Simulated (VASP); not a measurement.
# TiCo3 (Pm-3m) in VASP: further runs

Runs on TiCo3. Level: LDA. Tasks: vibrations by perturbation theory, elastic constants.

All numbers are computed with VASP 6.6.1; they aren't measurements. Logs are shortened: lines on timing, memory, paths and dates and some standing lists are left out, and cuts for length are marked.

## Step 1: The cell of the first run

The structure is cubic, space group Pm-3m (No. 221). Conventional cell: a = 3.473 Å, b = 3.473 Å, c = 3.473 Å, α = 90.00°, β = 90.00°, γ = 90.00°. Ti (site symmetry m-3m) has 12 Co at 2.46 Å within 3.2 Å. Co (site symmetry 4/mmm) has 4 Ti at 2.46 Å and 8 Co at 2.46 Å within 3.2 Å.

## Step 2: Vibrations by perturbation theory, LDA

File INCAR:

```
PREC = Accurate
ENCUT = 520
EDIFF = 1E-8
ISMEAR = -1
SIGMA = 0.15
LREAL = False
LASPH = True
NELM = 100
ALGO = Normal
ISIF = 2
LWAVE = False
LCHARG = False
NBANDS = 28
IBRION = 8
NSW = 1
```

File KPOINTS:

```
Automatic mesh
0
Gamma
  12 12 12
```

File POSCAR:

```
TiCo3
1.0
    3.4725423509      0.0000000000      0.0000000000
    0.0000000000      3.4725423509      0.0000000000
    0.0000000000      0.0000000000      3.4725423509
Ti Co
1 3
Direct
    0.0000000000      0.0000000000      0.0000000000
    0.0000000000      0.5000000000      0.5000000000
    0.5000000000      0.0000000000      0.5000000000
    0.5000000000      0.5000000000      0.0000000000
```

Potentials or basis: VASP PAW LDA potentials, release 64 (Ti_sv, Co).

Command:

```bash
cat potpaw_LDA.64/Ti_sv/POTCAR potpaw_LDA.64/Co/POTCAR > POTCAR
mpirun -np 1 vasp_std > vasp.out
```

OUTCAR:

```text
PREC = Accurate
   ENCUT = 520
   EDIFF = 1E-8
   ISMEAR = -1
   LREAL = False
   LASPH = True
   NELM = 100
   ISIF = 2
   IBRION = 8
   NSW = 1

 ion  position               nearest neighbor table
   1  0.000  0.000  0.000-   2 2.46   3 2.46   4 2.46   2 2.46   3 2.46   2 2.46   4 2.46   2 2.46
                             3 2.46   4 2.46   3 2.46   4 2.46
   2  0.000  0.500  0.500-   1 2.46   3 2.46   4 2.46   1 2.46   4 2.46   1 2.46   3 2.46   1 2.46
                             3 2.46   4 2.46   4 2.46   3 2.46
   3  0.500  0.000  0.500-   1 2.46   2 2.46   4 2.46   1 2.46   4 2.46   2 2.46   4 2.46   4 2.46
                             1 2.46   2 2.46   1 2.46   2 2.46
   4  0.500  0.500  0.000-   1 2.46   2 2.46   3 2.46   2 2.46   3 2.46   1 2.46   3 2.46   3 2.46
                             1 2.46   2 2.46   2 2.46   1 2.46

  LATTYP: Found a simple cubic cell.
 ALAT       =     3.4725423509

  Lattice vectors:

 A1 = (   3.4725423509,   0.0000000000,   0.0000000000)
 A2 = (   0.0000000000,   3.4725423509,   0.0000000000)
 A3 = (   0.0000000000,   0.0000000000,   3.4725423509)

Analysis of symmetry for initial positions (statically):
=====================================================================
 Subroutine PRICEL returns:
 Original cell was already a primitive cell.

 Routine SETGRP: Setting up the symmetry group for a
 simple cubic supercell.

 Subroutine GETGRP returns: Found 48 space group operations
 (whereof 48 operations were pure point group operations)
 out of a pool of 48 trial point group operations.

The static configuration has the point symmetry O_h .

Analysis of symmetry for dynamics (positions and initial velocities):
=====================================================================
 Subroutine PRICEL returns:
 Original cell was already a primitive cell.

 Routine SETGRP: Setting up the symmetry group for a
 simple cubic supercell.

 Subroutine GETGRP returns: Found 48 space group operations
 (whereof 48 operations were pure point group operations)
 out of a pool of 48 trial point group operations.

The dynamic configuration has the point symmetry O_h .

 Subroutine INISYM returns: Found 48 space group operations
 (whereof 48 operations are pure point group operations),
 and found     1 'primitive' translations

----------------------------------------------------------------------------------------

                                     Primitive cell

  volume of cell :      41.8738

  direct lattice vectors                    reciprocal lattice vectors
     3.472542351  0.000000000  0.000000000     0.287973450  0.000000000  0.000000000
     0.000000000  3.472542351  0.000000000     0.000000000  0.287973450  0.000000000
     0.000000000  0.000000000  3.472542351     0.000000000  0.000000000  0.287973450

  length of vectors
     3.472542351  3.472542351  3.472542351     0.287973450  0.287973450  0.287973450

  position of ions in fractional coordinates (direct lattice)
     0.000000000  0.000000000  0.000000000
     0.000000000  0.500000000  0.500000000
     0.500000000  0.000000000  0.500000000
     0.500000000  0.500000000  0.000000000

  ion indices of the primitive-cell ions
   primitive index   ion index
                 1           1
                 2           2
[... 135 lines left out ...]
      3     -20.9364      2.00000
      4     -20.9364      2.00000
      5       2.9562      2.00000
      6       6.4901      2.00000
[... 733 lines left out ...]
     27      16.7652      0.00000
     28      18.0059      0.00000

 [... further k-points ...]

------------------------ aborting loop because EDIFF is reached ----------------------------------------

  FORCE on cell =-STRESS in cart. coord.  units (eV):
  Direction    XX          YY          ZZ          XY          YZ          ZX
  --------------------------------------------------------------------------------------
  -------------------------------------------------------------------------------------
  Total        1.1890390      1.1890390      1.1890390      0.0000000     -0.0000000     -0.0000000
  in kB       45.4950393     45.4950393     45.4950393      0.0000000     -0.0000000     -0.0000000
  external PRESSURE =      45.4950393 kB  Pullay stress =       0.0000000 kB

 VOLUME and BASIS-vectors are now :
 -----------------------------------------------------------------------------
  energy-cutoff  :      520.00
  volume of cell :       41.87
      direct lattice vectors                 reciprocal lattice vectors
     3.472542351  0.000000000  0.000000000     0.287973450  0.000000000  0.000000000
     0.000000000  3.472542351  0.000000000     0.000000000  0.287973450  0.000000000
     0.000000000  0.000000000  3.472542351     0.000000000  0.000000000  0.287973450

 POSITION                                       TOTAL-FORCE (eV/Angst)
 -----------------------------------------------------------------------------------
      0.00000      0.00000      0.00000         0.000000      0.000000      0.000000
      0.00000      1.73627      1.73627         0.000000      0.000000      0.000000
      1.73627      0.00000      1.73627         0.000000      0.000000      0.000000
      1.73627      1.73627      0.00000         0.000000      0.000000      0.000000
 -----------------------------------------------------------------------------------
    total drift:                                0.000000      0.000000      0.000000

  FREE ENERGIE OF THE ION-ELECTRON SYSTEM (eV)
  ---------------------------------------------------
  free  energy   TOTEN  =       -34.5794833669 eV

  energy  without entropy=      -34.2047996178  energy(sigma->0) =      -34.39214149

[... ionic steps 2 to 3 ...]

--------------------------------------- Ionic step        4  -------------------------------------------

------------------------ aborting loop because EDIFF is reached ----------------------------------------

[... ionic steps 5 to 6 ...]

--------------------------------------- Ionic step        7  -------------------------------------------

------------------------ aborting loop because EDIFF is reached ----------------------------------------

--------------------------------------- Ionic step        8  -------------------------------------------

 Free energy of the ion-electron system (eV)
  ---------------------------------------------------
  ---------------------------------------------------
  free energy    TOTEN  =        -0.17100883 eV

  energy without entropy =       -0.17100890

------------------------ aborting loop because EDIFF is reached ----------------------------------------

 INTERNAL STRAIN TENSOR  FOR ION    2  DIRECTION 2   (eV/Angst):
 -----------------------------------------------------------------------------
     0.00156  0.00000  0.00000
     0.00000 -0.01834  0.00000
     0.00000  0.00000  0.01178

 INTERNAL STRAIN TENSOR FOR ION    4 for displacements in x,y,z  (eV/Angst):
          X           Y           Z          XY          YZ          ZX
  --------------------------------------------------------------------------------
  x     0.00000     0.00000     0.00000     0.00000     0.00000     0.00000
  y     0.00000     0.00000     0.00000     0.00000     0.00000     0.00000
  z     0.00000     0.00000     0.00000     0.00000     0.00000     0.00000

 SECOND DERIVATIVES (NOT SYMMETRIZED)
 ------------------------------------
               1X          1Y          1Z          2X          2Y          2Z          3X          3Y          3Z          4X          4Y          4Z
  1X   -10.158508   -0.000000   -0.000000   -0.275916    0.000000    0.000000    5.217212    0.000000   -0.000000    5.217212   -0.000000   -0.000000
  1Y     0.000000  -10.158508    0.000000   -0.000000    5.217212   -0.000000    0.000000   -0.275916   -0.000000   -0.000000    5.217212   -0.000000
  1Z    -0.000000   -0.000000  -10.158508    0.000000   -0.000000    5.217212   -0.000000    0.000000    5.217212   -0.000000    0.000000   -0.275916
  2X    -0.270351   -0.000000   -0.000000   -8.461751    0.000000   -0.000000    4.366051   -0.000000   -0.000000    4.366051    0.000000    0.000000
  2Y     0.000000    5.207239    0.000000    0.000000  -10.838197    0.000000    0.000000    4.368060    0.000000    0.000000    1.262897    0.000000
  2Z     0.000000    0.000000    5.207239    0.000000    0.000000  -10.838197    0.000000    0.000000    1.262897    0.000000    0.000000    4.368060
  3X     5.207239    0.000000    0.000000    4.368060    0.000000    0.000000  -10.838197    0.000000    0.000000    1.262897    0.000000    0.000000
  3Y    -0.000000   -0.270351    0.000000   -0.000000    4.366051    0.000000    0.000000   -8.461751   -0.000000    0.000000    4.366051   -0.000000
  3Z     0.000000    0.000000    5.207239    0.000000    0.000000    1.262897    0.000000    0.000000  -10.838197    0.000000    0.000000    4.368060
  4X     5.207239    0.000000    0.000000    4.368060    0.000000    0.000000    1.262897    0.000000    0.000000  -10.838197    0.000000    0.000000
  4Y     0.000000    5.207239    0.000000    0.000000    1.262897    0.000000    0.000000    4.368060    0.000000    0.000000  -10.838197    0.000000
  4Z     0.000000    0.000000   -0.270351   -0.000000   -0.000000    4.366051   -0.000000   -0.000000    4.366051   -0.000000    0.000000   -8.461751

 Eigenvectors and eigenvalues of the dynamical matrix
 ----------------------------------------------------

   1 f  =    9.310869 THz    58.501913 2PiTHz  310.577147 cm-1    38.506641 meV
             X         Y         Z           dx          dy          dz
      0.000000  0.000000  0.000000    -0.222150    0.538516    0.311704
      0.000000  1.736271  1.736271    -0.116538   -0.383767   -0.222132
      1.736271  0.000000  1.736271     0.158313    0.282500   -0.222132
      1.736271  1.736271  0.000000     0.158313   -0.383767    0.163517
[... 71 lines left out ...]
  12 f/i=    0.002363 THz     0.014844 2PiTHz    0.078805 cm-1     0.009771 meV
             X         Y         Z           dx          dy          dz
      0.000000  0.000000  0.000000     0.179666   -0.010020   -0.424847
      0.000000  1.736271  1.736271     0.199455   -0.011124   -0.471673
      1.736271  0.000000  1.736271     0.199468   -0.011124   -0.471673
      1.736271  1.736271  0.000000     0.199468   -0.011124   -0.471641

--------------------------------------------------------------------------------------------------------

 ELASTIC MODULI CONTR FROM IONIC RELAXATION (kBar)
 Direction    XX          YY          ZZ          XY          YZ          ZX
 --------------------------------------------------------------------------------
 XX           0.0000      0.0000      0.0000      0.0000      0.0000      0.0000
 YY           0.0000      0.0000      0.0000      0.0000      0.0000      0.0000
 ZZ           0.0000      0.0000      0.0000      0.0000      0.0000      0.0000
 XY           0.0000      0.0000      0.0000      0.0000      0.0000      0.0000
 YZ           0.0000      0.0000      0.0000      0.0000      0.0000      0.0000
 ZX           0.0000      0.0000      0.0000      0.0000      0.0000      0.0000
 --------------------------------------------------------------------------------
```

Run time: 30 min. Hardware: 1 thread of Intel Xeon 8259CL, shared host; peak memory 0.83 GiB.

What came out:

| Property | Result |
| --- | --- |
| Highest phonon frequency at Γ | 311 cm⁻¹ |

Phonon frequencies in cm⁻¹ (negative: imaginary):
```tsv
q point	frequencies
(0.000, 0.000, 0.000)	0 0 0 211 211 211 236 236 236 311 311 311
```

Caveat: the cell stands under pressure or tension, which shifts response properties; the run has no spin polarisation, though such a crystal can be magnetic.

## Step 3: Vibrations by perturbation theory, LDA

This run uses another cell than the first one, of 10.12 Å³/atom.

File INCAR:

```
SYSTEM = TiCo3
ALGO = Normal
EDIFF = 1E-8
ENCUT = 520
GGA = CA
IBRION = 8
ISIF = 2
ISMEAR = -1
LASPH = .TRUE.
LCHARG = .FALSE.
LREAL = .FALSE.
LWAVE = .FALSE.
NBANDS = 28
NELM = 80
NSW = 1
PREC = Accurate
SIGMA = 0.15
```

File KPOINTS:

```
k-points
0
G
  12 12 12
  0 0 0
```

File POSCAR:

```
TiCo3
1.0
    3.4341422227      0.0000000000      0.0000000000
    0.0000000000      3.4341422227      0.0000000000
    0.0000000000      0.0000000000      3.4341422227
Ti Co
1 3
Direct
    0.0000000000      0.0000000000      0.0000000000
    0.0000000000      0.5000000000      0.5000000000
    0.5000000000      0.0000000000      0.5000000000
    0.5000000000      0.5000000000      0.0000000000
```

Potentials or basis: VASP PAW LDA potentials, release 64 (Ti_sv, Co).

Command:

```bash
cat potpaw_LDA.64/Ti_sv/POTCAR potpaw_LDA.64/Co/POTCAR > POTCAR
mpirun -np 1 vasp_std > vasp.out
```

OUTCAR:

```text
SYSTEM = TiCo3
   EDIFF = 1E-8
   ENCUT = 520
   GGA = CA
   IBRION = 8
   ISIF = 2
   ISMEAR = -1
   LASPH = .TRUE.
   LREAL = .FALSE.
   NELM = 80
   NSW = 1
   PREC = Accurate

 ion  position               nearest neighbor table
   1  0.000  0.000  0.000-   2 2.43   3 2.43   4 2.43   2 2.43   3 2.43   2 2.43   4 2.43   2 2.43
                             3 2.43   4 2.43   3 2.43   4 2.43
   2  0.000  0.500  0.500-   1 2.43   3 2.43   4 2.43   1 2.43   4 2.43   1 2.43   3 2.43   1 2.43
                             3 2.43   4 2.43   4 2.43   3 2.43
   3  0.500  0.000  0.500-   1 2.43   2 2.43   4 2.43   1 2.43   4 2.43   2 2.43   4 2.43   4 2.43
                             1 2.43   2 2.43   1 2.43   2 2.43
[... 1031 lines left out ...]
 Eigenvectors and eigenvalues of the dynamical matrix
 ----------------------------------------------------

   1 f  =   10.008256 THz    62.883727 2PiTHz  333.839485 cm-1    41.390802 meV
             X         Y         Z           dx          dy          dz
      0.000000  0.000000  0.000000     0.611562    0.219204   -0.022323
      0.000000  1.717071  1.717071     0.339274   -0.159491    0.016242
      1.717071  0.000000  1.717071    -0.444968    0.121607    0.016242
      1.717071  1.717071  0.000000    -0.444968   -0.159491   -0.012384
[... 71 lines left out ...]
  12 f/i=    0.005739 THz     0.036061 2PiTHz    0.191441 cm-1     0.023736 meV
             X         Y         Z           dx          dy          dz
      0.000000  0.000000  0.000000     0.435600    0.149755    0.018631
      0.000000  1.717071  1.717071     0.484348    0.166392    0.020701
      1.717071  0.000000  1.717071     0.483994    0.166513    0.020701
      1.717071  1.717071  0.000000     0.483994    0.166392    0.020716

--------------------------------------------------------------------------------------------------------

 ELASTIC MODULI CONTR FROM IONIC RELAXATION (kBar)
 Direction    XX          YY          ZZ          XY          YZ          ZX
 --------------------------------------------------------------------------------
 XX           0.0000      0.0000      0.0000      0.0000      0.0000      0.0000
 YY           0.0000      0.0000      0.0000      0.0000      0.0000      0.0000
 ZZ           0.0000      0.0000      0.0000      0.0000      0.0000      0.0000
 XY           0.0000      0.0000      0.0000      0.0000      0.0000      0.0000
 YZ           0.0000      0.0000      0.0000      0.0000      0.0000      0.0000
 ZX           0.0000      0.0000      0.0000      0.0000      0.0000      0.0000
 --------------------------------------------------------------------------------
```

Wall time 56 min (1 thread of Intel Xeon 8259CL, shared host); peak memory 0.81 GiB.

What came out:

```yaml
Highest_phonon_frequency_at_Γ: 334 cm⁻¹
```

Phonon frequencies in cm⁻¹ (negative: imaginary):
```tsv
q point	frequencies
(0.000, 0.000, 0.000)	0 0 0 226 226 226 251 251 251 334 334 334
```

Caveat: the cell stands under pressure or tension, which shifts response properties; the run has no spin polarisation, though such a crystal can be magnetic. Spin polarisation is off, so any magnetic state and its effect on volume and gap are missing.

## Step 4: Elastic constants, LDA

This run uses another cell than the first one, of 10.67 Å³/atom.

File INCAR:

```
  PREC = Accurate
  ENCUT = 600
  EDIFF = 1E-8
  ISMEAR = -1
  SIGMA = 0.15
  LREAL = False
  LASPH = True
  NELM = 60
  ALGO = Normal
  ISIF = 3
  LWAVE = False
  LCHARG = False
  NBANDS = 28
  IBRION = 6
  NFREE = 2
  POTIM = 0.015
  NSW = 1
  KPAR = 4
```

File KPOINTS:

```
Automatic mesh
0
Gamma
  12 12 12
```

File POSCAR:

```
TiCo3
1.0
    3.4942213289      0.0000000000      0.0000000000
    0.0000000000      3.4942213289      0.0000000000
    0.0000000000      0.0000000000      3.4942213289
Ti Co
1 3
Direct
    0.0000000000      0.0000000000      0.0000000000
    0.0000000000      0.5000000000      0.5000000000
    0.5000000000      0.0000000000      0.5000000000
    0.5000000000      0.5000000000      0.0000000000
```

Command:

```bash
cat potpaw_LDA.64/Ti_sv/POTCAR potpaw_LDA.64/Co/POTCAR > POTCAR
mpirun -np 4 vasp_std > vasp.out
```

It took 55 min on 4 MPI ranks of Oxide Virtual Turin-like, shared host; peak memory 1.1 GiB.

The run converged. Its results:

```
Elastic constants C11, C12, C44 : 351, 205, 166 GPa
Voigt bulk modulus              : 254 GPa
Highest phonon frequency at Γ   : 298 cm⁻¹
```

Phonon frequencies in cm⁻¹ (negative: imaginary):
| q point | frequencies |
| --- | --- |
| (0.000, 0.000, 0.000) | 0 0 0 202 202 202 228 228 228 298 298 298 |

Elastic tensor in Voigt notation (GPa, in the Cartesian axes of the cell as first typed):
```
351 205 205   0   0   0
205 351 205   0   0   0
205 205 351   0   0   0
  0   0   0 166   0   0
  0   0   0   0 166   0
  0   0   0   0   0 166
```

Clamped-ion elastic tensor (GPa):
```
351 205 205   0   0   0
205 351 205   0   0   0
205 205 351   0   0   0
  0   0   0 166   0   0
  0   0   0   0 166   0
  0   0   0   0   0 166
```

Caveat: the run has no spin polarisation, though such a crystal can be magnetic.
